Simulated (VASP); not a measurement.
# SiO2 (Stishovite) (P4_2/mnm) in VASP: notebook

SiO2 (Stishovite) is run at these levels: PBE; tasks: relaxation of the atoms.

All numbers are computed with VASP 6.6.1; they aren't measurements. Logs are shortened: lines on timing, memory, paths and dates and some standing lists are left out, and cuts for length are marked.

## Step 1: The cell of the first run

Symmetry: P4_2/mnm, No. 136, tetragonal system. Conventional cell: a = 4.082 Å, b = 4.082 Å, c = 2.610 Å, α = 90.00°, β = 90.00°, γ = 90.00°. Within 2.3 Å of Si (site symmetry mmm) lie 6 O at 1.72 to 1.76 Å. Within 2.3 Å of O (site symmetry m2m) lie 3 Si at 1.72 to 1.76 Å and 1 O at 2.25 Å.

## Step 2: Relaxation of the atoms, PBE (volume scaled by 0.94)

INCAR

```
SYSTEM = SiO2
PREC = Accurate ; ENCUT = 520
EDIFF = 1E-7 ; ISMEAR = -1
SIGMA = 0.02 ; LREAL = .FALSE.
LASPH = .TRUE. ; NELM = 80
ALGO = Normal ; ISIF = 2
LWAVE = .FALSE. ; LCHARG = .FALSE.
GGA = PE ; IBRION = 2
NSW = 80 ; EDIFFG = -0.02
```

KPOINTS

```
Automatic mesh
0
G
  7 7 11
  0 0 0
```

POSCAR

```
SiO2
1.0
    4.0816414392      0.0000000000      0.0000000000
    0.0000000000      4.0816414392      0.0000000000
    0.0000000000      0.0000000000      2.6101071867
Si O
2 4
Direct
    0.0000000000      0.0000000000      0.0000000000
    0.5000000000      0.5000000000      0.5000000000
    0.3052551835      0.3052551835      0.0000000000
    0.1947448165      0.8052551835      0.5000000000
    0.6947448165      0.6947448165      0.0000000000
    0.8052551835      0.1947448165      0.5000000000
```

Potentials or basis: VASP PAW PBE potentials, release 64 (Si, O).

On the command line:

```console
cat potpaw_PBE.64/Si/POTCAR potpaw_PBE.64/O/POTCAR > POTCAR
mpirun -np 1 vasp_std > vasp.out
```

OUTCAR:

```text
SYSTEM = SiO2
   PREC = Accurate
   ENCUT = 520
   EDIFF = 1E-7
   ISMEAR = -1
   LREAL = .FALSE.
   LASPH = .TRUE.
   NELM = 80
   ISIF = 2
   GGA = PE
   IBRION = 2
   NSW = 80
   EDIFFG = -0.02

 ion  position               nearest neighbor table
   1  0.000  0.000  0.000-   4 1.72   6 1.72   4 1.72   6 1.72   5 1.76   3 1.76
   2  0.500  0.500  0.500-   3 1.72   5 1.72   3 1.72   5 1.72   4 1.76   6 1.76
   3  0.305  0.305  0.000-   2 1.72   2 1.72   1 1.76
   4  0.195  0.805  0.500-   1 1.72   1 1.72   2 1.76
   5  0.695  0.695  0.000-   2 1.72   2 1.72   1 1.76
   6  0.805  0.195  0.500-   1 1.72   1 1.72   2 1.76

  LATTYP: Found a simple tetragonal cell.
 ALAT       =     4.0816414392
 C/A-ratio  =     0.6394748842

  Lattice vectors:

 A1 = (   4.0816414392,   0.0000000000,   0.0000000000)
 A2 = (   0.0000000000,   4.0816414392,   0.0000000000)
 A3 = (   0.0000000000,   0.0000000000,   2.6101071867)

Analysis of symmetry for initial positions (statically):
=====================================================================
 Subroutine PRICEL returns:
 Original cell was already a primitive cell.

 Routine SETGRP: Setting up the symmetry group for a
 simple tetragonal supercell.

 Subroutine GETGRP returns: Found 16 space group operations
 (whereof  8 operations were pure point group operations)
 out of a pool of 16 trial point group operations.

The static configuration has the point symmetry D_2h.
 The point group associated with its full space group is D_4h.

Analysis of symmetry for dynamics (positions and initial velocities):
=====================================================================
 Subroutine PRICEL returns:
 Original cell was already a primitive cell.

 Routine SETGRP: Setting up the symmetry group for a
 simple tetragonal supercell.

 Subroutine GETGRP returns: Found 16 space group operations
 (whereof  8 operations were pure point group operations)
 out of a pool of 16 trial point group operations.

The dynamic configuration has the point symmetry D_2h.
 The point group associated with its full space group is D_4h.

 Subroutine INISYM returns: Found 16 space group operations
 (whereof  8 operations are pure point group operations),
 and found     1 'primitive' translations

----------------------------------------------------------------------------------------

                                     Primitive cell

  volume of cell :      43.4839

  direct lattice vectors                    reciprocal lattice vectors
     4.081641439  0.000000000  0.000000000     0.244999473  0.000000000  0.000000000
     0.000000000  4.081641439  0.000000000     0.000000000  0.244999473  0.000000000
     0.000000000  0.000000000  2.610107187     0.000000000  0.000000000  0.383126028

  length of vectors
     4.081641439  4.081641439  2.610107187     0.244999473  0.244999473  0.383126028

  position of ions in fractional coordinates (direct lattice)
     0.000000000  0.000000000  0.000000000
     0.500000000  0.500000000  0.500000000
     0.305255184  0.305255184  0.000000000
     0.194744816  0.805255184  0.500000000
     0.694744816  0.694744816  0.000000000
     0.805255184  0.194744816  0.500000000

  ion indices of the primitive-cell ions
   primitive index   ion index
                 1           1
                 2           2
                 3           3
                 4           4
                 5           5
                 6           6

----------------------------------------------------------------------------------------

 KPOINTS: Automatic mesh

Automatic generation of k-mesh.
 Grid dimensions read from file:
 generate k-points for:    7    7   11

 Generating k-lattice:

  Cartesian coordinates                     Fractional coordinates (reciprocal lattice)
     0.034999925  0.000000000  0.000000000     0.142857143  0.000000000  0.000000000
     0.000000000  0.034999925  0.000000000     0.000000000  0.142857143  0.000000000
     0.000000000  0.000000000  0.034829639     0.000000000  0.000000000  0.090909091

  Length of vectors
     0.034999925  0.034999925  0.034829639

  Shift w.r.t. Gamma in fractional coordinates (k-lattice)
     0.000000000  0.000000000  0.000000000

 Subroutine IBZKPT returns following result:
 ===========================================

 Found     60 irreducible k-points:

 Following reciprocal coordinates:
            Coordinates               Weight
  0.000000  0.000000  0.000000      1.000000
  0.142857  0.000000  0.000000      4.000000
  0.285714  0.000000  0.000000      4.000000
  0.428571  0.000000  0.000000      4.000000
  0.142857  0.142857  0.000000      4.000000
  0.285714  0.142857  0.000000      8.000000
[... 16 lines left out ...]
  0.285714  0.000000  0.181818      8.000000
  0.428571  0.000000  0.181818      8.000000
 [... further k-points ...]
   k-points           NKPTS =     60   k-points in BZ     NKDIM =     60   number of bands    NBANDS=     20
   number of dos      NEDOS =    301   number of ions     NIONS =      6
   total plane-waves  NPLWV =  18000
   dimension x,y,z NGX =    30 NGY =   30 NGZ =   20
   dimension x,y,z NGXF=    60 NGYF=   60 NGZF=   40
   ions per type =               2   4
   NGX,Y,Z   is equivalent  to a cutoff of  12.22, 12.22, 12.74 a.u.
   NGXF,Y,Z  is equivalent  to a cutoff of  24.44, 24.44, 25.48 a.u.
 SYSTEM =  SiO2
   PREC   = accura    normal or accurate (medium, high low for compatibility)
   ISTART =      0    job   : 0-new  1-cont  2-samecut
   ICHARG =      2    charge: 1-file 2-atom 10-const
   ISPIN  =      1    spin polarized calculation?
   LNONCOLLINEAR =      F non collinear calculations
   LSORBIT =      F    spin-orbit coupling
   LASPH  =      T    aspherical Exc in radial PAW
   ENCUT  =  520.0 eV  38.22 Ry    6.18 a.u.   7.59  7.59  4.85*2*pi/ulx,y,z
   NELM   =     80;   NELMIN=  2; NELMDL= -5     # of ELM steps
   EDIFF  = 0.1E-06   stopping-criterion for ELM
   LREAL  =      F    real-space projection
   EDIFFG = -.2E-01   stopping-criterion for IOM
   NSW    =     80    number of steps for IOM
   IBRION =      2    ionic relax: 0-MD 1-quasi-New 2-CG
   NFREE  =      1    steps in history (QN), initial steepest desc. (CG)
   ISIF   =      2    stress and relaxation
   ISYM   =      2    0-nonsym 1-usesym 2-fastsym
   POTIM  = 0.5000    time-step for ionic-motion
   TEBEG  =    0.0;   TEEND  =   0.0 temperature during run
   PSTRESS=    0.0 pullay stress
   NELECT =      32.0000    total number of electrons
   NUPDOWN=      -1.0000    fix difference up-down
   EMIN   =  10.00;   EMAX   =-10.00  energy-range for DOS
   EFERMI =   0.00;   METHOD = LEGACY
   ISMEAR =    -1;   SIGMA  =   0.02  broadening in eV -4-tet -1-fermi 0-gaus
   EFERMI_NEDOS =   21; number of points for ismear=-14 and -15
   IALGO  =     38    algorithm
   IMIX   =      4    mixing-type and parameters
     AMIX     =   0.40;   BMIX     =  1.00
     AMIX_MAG =   1.60;   BMIX_MAG =  1.00
  volume/ion in A,a.u.               =       7.25        48.91
  Fermi-wavevector in a.u.,A,eV,Ry     =   1.478026  2.793065 29.722764  2.184562
  Thomas-Fermi vector in A             =   2.592358
   LORBIT       =      0    0 simple, 1 ext, 2 COOP (PROOUT), +10 PAW based schemes
   GGA     = PE    functional components
   LHFCALC =     F    Hartree Fock is set to
   AEXX    =    0.0000 exact exchange contribution
   IVDW    =     0    specifies the selected vdW correction
   LEPSILON=     F    determine dielectric tensor
   LRPA    =     F    only Hartree local field effects (RPA)
 conjugate gradient relaxation of ions
 non-spin polarized calculation
  energy-cutoff  :      520.00
  volume of cell :       43.48
 maximum number of plane-waves:      1194
   NGX = 15   NGY = 15   NGZ =  9

--------------------------------------- Ionic step        1  -------------------------------------------

 number of electron      32.0000009 magnetization

 Free energy of the ion-electron system (eV)
  ---------------------------------------------------
  ext. energy  EPLUGINS =         0.00000000
  ---------------------------------------------------
  free energy    TOTEN  =       -45.80452502 eV

  energy without entropy =      -45.80452502  energy(sigma->0) =      -45.80452502

------------------------ aborting loop because EDIFF is reached ----------------------------------------

  FORCE on cell =-STRESS in cart. coord.  units (eV):
  Direction    XX          YY          ZZ          XY          YZ          ZX
  --------------------------------------------------------------------------------------
  -------------------------------------------------------------------------------------
  Total        9.5989943      9.5989943     11.4027877      0.0000000      0.0000000      0.0000000
  in kB      353.6781840    353.6781840    420.1395613      0.0000000      0.0000000      0.0000000
  external PRESSURE =     375.8319764 kB  Pullay stress =       0.0000000 kB
[... 65 lines left out ...]
  energy  without entropy=      -45.8054610324  energy(sigma->0) =      -45.80546103

--------------------------------------- Ionic step        3  -------------------------------------------

 number of electron      32.0000000 magnetization

 Free energy of the ion-electron system (eV)
  ---------------------------------------------------
  ext. energy  EPLUGINS =         0.00000000
  ---------------------------------------------------
  free energy    TOTEN  =       -45.81446183 eV

  energy without entropy =      -45.81446183  energy(sigma->0) =      -45.81446183

 E-fermi :   9.7311     XC(G=0): -12.6385

 val. band max:        9.2586377169   @ k =   0.0000   0.0000   0.0000
 cond. band min:      16.0245591916   @ k =   0.0000   0.0000   0.0000
 fundamental gap:      6.7659214748
 Fermi energy:         9.7310784206

 k-point     1 :       0.0000    0.0000    0.0000
  band No.  band energies     occupation
      1     -14.0740      2.00000
      2     -10.1278      2.00000
      3     -10.1278      2.00000
      4      -9.6933      2.00000
      5      -2.2422      2.00000
      6       2.3337      2.00000
[... 12 lines left out ...]
     19      18.2523      0.00000
[... 513 lines left out ...]
      4      -9.3262      2.00000
      5      -0.6488      2.00000
      6       0.1560      2.00000
[... 12 lines left out ...]
     19      20.1989      0.00000
     20      20.5390      0.00000

 [... further k-points ...]

------------------------ aborting loop because EDIFF is reached ----------------------------------------

  FORCE on cell =-STRESS in cart. coord.  units (eV):
  Direction    XX          YY          ZZ          XY          YZ          ZX
  --------------------------------------------------------------------------------------
  -------------------------------------------------------------------------------------
  Total        9.2555987      9.2555987     11.1847722     -0.0000000      0.0000000      0.0000000
  in kB      341.0256569    341.0256569    412.1067077     -0.0000000      0.0000000      0.0000000
  external PRESSURE =     364.7193405 kB  Pullay stress =       0.0000000 kB
[... 21 lines left out ...]
  FREE ENERGIE OF THE ION-ELECTRON SYSTEM (eV)
  ---------------------------------------------------
  free  energy   TOTEN  =       -45.8144618268 eV

  energy  without entropy=      -45.8144618268  energy(sigma->0) =      -45.81446183

 reached required accuracy - stopping structural energy minimisation
```

Wall time 2.5 min (1 thread of AMD EPYC 7R13, shared host); peak memory 0.14 GiB.

Results:

```
Free energy               : -45.8145 eV
Energy gained by relaxing : 1.7 meV/atom
Ionic steps               : 3
Pressure after relaxing   : 36.5 GPa
Band gap on the k mesh    : 6.77 eV, direct
```

Stress tensor (GPa, compression positive):
```
34.10  0.00  0.00
 0.00 34.10  0.00
 0.00  0.00 41.21
```

Step by step:
| step | energy change (eV) | largest force (eV/Å) | pressure (GPa) |
| --- | --- | --- | --- |
| 1 | 0.0000 | 0.4507 | 37.58 |
| 2 | -0.0009 | 0.4203 | 35.57 |
| 3 | -0.0099 | 0.0005 | 36.47 |

Final structure:
```
CELL_PARAMETERS angstrom
4.08164 0.00000 0.00000
0.00000 4.08164 0.00000
0.00000 0.00000 2.61011
ATOMIC_POSITIONS crystal
Si 0.00000 0.00000 0.00000
Si 0.50000 0.50000 0.50000
O 0.30333 0.30333 0.00000
O 0.19667 0.80333 0.50000
O 0.69667 0.69667 0.00000
O 0.80333 0.19667 0.50000
```

 A k mesh can miss the band edges.

## Step 3: Relaxation of the atoms, PBE (volume scaled by 1.02)

INCAR

```
SYSTEM = SiO2
PREC = Accurate
ENCUT = 520
EDIFF = 1E-7
ISMEAR = -1
SIGMA = 0.02
LREAL = .False.
LASPH = .True.
NELM = 80
ALGO = Normal
ISIF = 2
LWAVE = .False.
LCHARG = .False.
GGA = PE
IBRION = 2
NSW = 80
EDIFFG = -0.02
```

KPOINTS

```
Automatic mesh
0
Gamma
  7 7 11
  0 0 0
```

Edit POSCAR of step 2 so:

```diff
@@ -2,5 +2,5 @@
 1.0
-    4.0816414392      0.0000000000      0.0000000000
-    0.0000000000      4.0816414392      0.0000000000
-    0.0000000000      0.0000000000      2.6101071867
+    4.1942948439      0.0000000000      0.0000000000
+    0.0000000000      4.1942948439      0.0000000000
+    0.0000000000      0.0000000000      2.6821462096
 Si O
```

Potentials or basis: VASP PAW PBE potentials, release 64 (Si, O).

On the command line:

```console
cat potpaw_PBE.64/Si/POTCAR potpaw_PBE.64/O/POTCAR > POTCAR
mpirun -np 1 vasp_std > vasp.out
```

It took 42 s on 1 thread of Intel Xeon Platinum 8488C (Sapphire Rapids), shared host; peak memory 0.17 GiB.

Results (log left out):

```
Free energy               : -46.2937 eV
Energy gained by relaxing : 0.1 meV/atom
Ionic steps               : 3
Pressure after relaxing   : 6.4 GPa
Band gap on the k mesh    : 5.35 eV, direct
```

Stress tensor (GPa, compression positive):
```
6.34 0.00 0.00
0.00 6.34 0.00
0.00 0.00 6.41
```

Step by step:
```tsv
step	energy change (eV)	largest force (eV/Å)	pressure (GPa)
1	0.0000	0.1082	6.07
2	-0.0005	0.0602	6.52
3	-0.0007	0.0005	6.36
```

Final structure:
```
Si O
1.0
     4.19429    0.00000    0.00000
     0.00000    4.19429    0.00000
     0.00000    0.00000    2.68215
Si O
2 4
Direct
  0.00000 0.00000 0.00000
  0.50000 0.50000 0.50000
  0.30583 0.30583 0.00000
  0.19417 0.80583 0.50000
  0.69417 0.69417 0.00000
  0.80583 0.19417 0.50000
```

Levels at points of the mesh, in eV from the valence-band top:
```csv
k point,band 12,band 13,band 14,band 15,band 16,band 17,band 18,band 19,band 20
"(0.00, 0.00, 0.00)",-3.11,-2.51,-0.87,-0.87,0.00,5.35,6.63,8.36,8.36
```

## Step 4: Relaxation of the atoms, PBE (volume scaled by 0.98)

INCAR

```
SYSTEM = SiO2
  PREC = Accurate
  ENCUT = 520
  EDIFF = 1E-6
  ISMEAR = -1
  SIGMA = 0.02
  LREAL = .FALSE.
  LASPH = .TRUE.
  NELM = 60
  ALGO = Normal
  ISIF = 2
  LWAVE = .FALSE.
  LCHARG = .FALSE.
  GGA = PE
  IBRION = 2
  NSW = 80
  EDIFFG = -0.02
```

KPOINTS

```
regular mesh
0
G
  7 7 11
  0 0 0
```

Edit POSCAR of step 3 so:

```diff
@@ -2,5 +2,5 @@
 1.0
-    4.1942948439      0.0000000000      0.0000000000
-    0.0000000000      4.1942948439      0.0000000000
-    0.0000000000      0.0000000000      2.6821462096
+    4.1387347279      0.0000000000      0.0000000000
+    0.0000000000      4.1387347279      0.0000000000
+    0.0000000000      0.0000000000      2.6466169108
 Si O
```

On the command line:

```console
cat potpaw_PBE.64/Si/POTCAR potpaw_PBE.64/O/POTCAR > POTCAR
mpirun -np 1 vasp_std > vasp.out
```

Run time: 1.7 min. Hardware: 1 thread of AMD EPYC 7R43 (Zen 3), shared host; peak memory 0.14 GiB.

It converged, with:

- Free energy: -46.1408 eV
- Energy gained by relaxing: 0.2 meV/atom
- Ionic steps: 3
- Pressure after relaxing: 19.8 GPa
- Band gap on the k mesh: 6.03 eV, direct

Stress tensor (GPa, compression positive):
```
18.63  0.00  0.00
 0.00 18.63  0.00
 0.00  0.00 22.28
```

The path:
| step | energy change (eV) | largest force (eV/Å) | pressure (GPa) |
| --- | --- | --- | --- |
| 1 | 0.0000 | 0.1520 | 20.25 |
| 2 | -0.0006 | 0.1104 | 19.58 |
| 3 | -0.0013 | 0.0004 | 19.85 |

Final structure:
```cif
data_structure
_symmetry_space_group_name_H-M 'P 1'
_symmetry_Int_Tables_number 1
_cell_length_a 4.1387
_cell_length_b 4.1387
_cell_length_c 2.6466
_cell_angle_alpha 90.000
_cell_angle_beta 90.000
_cell_angle_gamma 90.000
_cell_volume 45.33
loop_
_atom_site_label
_atom_site_type_symbol
_atom_site_fract_x
_atom_site_fract_y
_atom_site_fract_z
_atom_site_occupancy
Si1 Si 0.00000 0.00000 0.00000 1
Si2 Si 0.50000 0.50000 0.50000 1
O1 O 0.30453 0.30453 0.00000 1
O2 O 0.19547 0.80453 0.50000 1
O3 O 0.69547 0.69547 0.00000 1
O4 O 0.80453 0.19547 0.50000 1
```

Levels at points of the mesh, in eV from the valence-band top:
```csv
k point,band 13,band 14,band 15,band 16,band 17,band 18,band 19,band 20
"(0.00, 0.00, 0.00)",-2.49,-0.92,-0.92,0.00,6.03,6.81,8.67,8.67
```

 A k mesh can miss the band edges.

## Step 5: Overview

```tsv
cell	gap on the mesh (eV)	pressure (GPa)
atoms relaxed from a = 4.082, b = 4.082, c = 2.610 Å, 6 atoms	6.77	36.5
atoms relaxed from a = 4.194, b = 4.194, c = 2.682 Å, 6 atoms	5.35	6.4
atoms relaxed from a = 4.139, b = 4.139, c = 2.647 Å, 6 atoms	6.03	19.8
```

Alike in all rows: task relaxation of the atoms; level PBE; potentials or basis VASP PAW PBE potentials, release 64 (Si, O); no spin polarisation; k mesh 7 × 7 × 11; cutoff (eV) 520; smearing fermi-dirac 0.02 eV.

Absolute energies hang on the potentials; compare differences alone.
